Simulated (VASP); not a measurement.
Wanted: the native input for a VASP 6.6.1 run.

```yaml
Task: single point
Functional: LDA
Potentials_or_basis: VASP PAW LDA potentials, release 64 (Ta_pv, Li_sv)
Cutoff: 520 eV
k_mesh: 3 × 3 × 3
Occupations: fermi-dirac, width 0.15 eV
Spin: no spin polarisation
Dipole_correction: no
Further_INCAR_settings: LREAL = Auto; ALGO = Normal; EDIFF = 1e-06; NBANDS = 104
```

The structure of LiTa16 (a cell with a defect) lies in POSCAR:

```
LiTa16
1.0
    6.6200000000      0.0000000000      0.0000000000
    0.0000000000      6.6200000000      0.0000000000
    0.0000000000      0.0000000000      6.6200000000
Ta Li
16 1
Direct
   -0.0020410876     -0.0038099698     -0.0003575529
    0.5084194864      0.0099138973     -0.0003595166
    0.0520232628      0.5457572508     -0.0003190332
    0.0000323263     -0.0112661631      0.4996342900
    0.2430993958      0.2508543807      0.2482651057
    0.4793968278      0.5067031722     -0.0003501511
    0.4884320242     -0.0132844411      0.4996217523
    0.7365273414      0.2265767372      0.2923460725
   -0.0013693353      0.4983904834      0.4996569486
    0.2568194864      0.7606634441      0.2563397281
    0.2431003021      0.2508447130      0.7510229607
    0.4925270393      0.4970388218      0.4996475831
    0.7496851964      0.7404593656      0.2449243202
    0.7364963746      0.2264877644      0.7068602719
    0.2568141994      0.7606542296      0.7429645015
    0.7496826284      0.7404752266      0.7543480363
    0.8048034743      0.3511341390     -0.0004537764
```

One way to write it, as run:

INCAR

```
SYSTEM = LiTa16
PREC     = Accurate       ! precision mode
ENCUT    = 520            ! plane-wave cutoff, eV
EDIFF    = 1E-6           ! SCF threshold, eV
ISMEAR   = -1             ! smearing method
SIGMA    = 0.15           ! smearing width, eV
LREAL    = Auto         
LASPH    = .TRUE.         ! aspherical terms in the spheres
NELM     = 80             ! most SCF steps
ALGO     = Normal         ! electronic algorithm
ISIF     = 2              ! what is computed and relaxed
LWAVE    = .FALSE.        ! write WAVECAR
LCHARG   = .FALSE.        ! write CHGCAR
NBANDS   = 104            ! bands
```

KPOINTS

```
Automatic mesh
0
G
  3 3 3
  0 0 0
```

Potentials or basis: VASP PAW LDA potentials, release 64 (Ta_pv, Li_sv).

Run with:

```bash
$ cat potpaw_LDA.64/Ta_pv/POTCAR potpaw_LDA.64/Li_sv/POTCAR > POTCAR
$ mpirun -np 1 vasp_std > vasp.out
```

Results of the run:

The largest force is 0.103 eV/Å and the band gap on the k mesh is zero (an odd number of electrons rules out a gap without spin polarisation).

Caveat: spin-orbit coupling is left out, which moves the levels of the heavy elements.

It took 23 min on 1 thread of Intel Xeon 8259CL, on a shared host, peak memory 0.45 GiB.
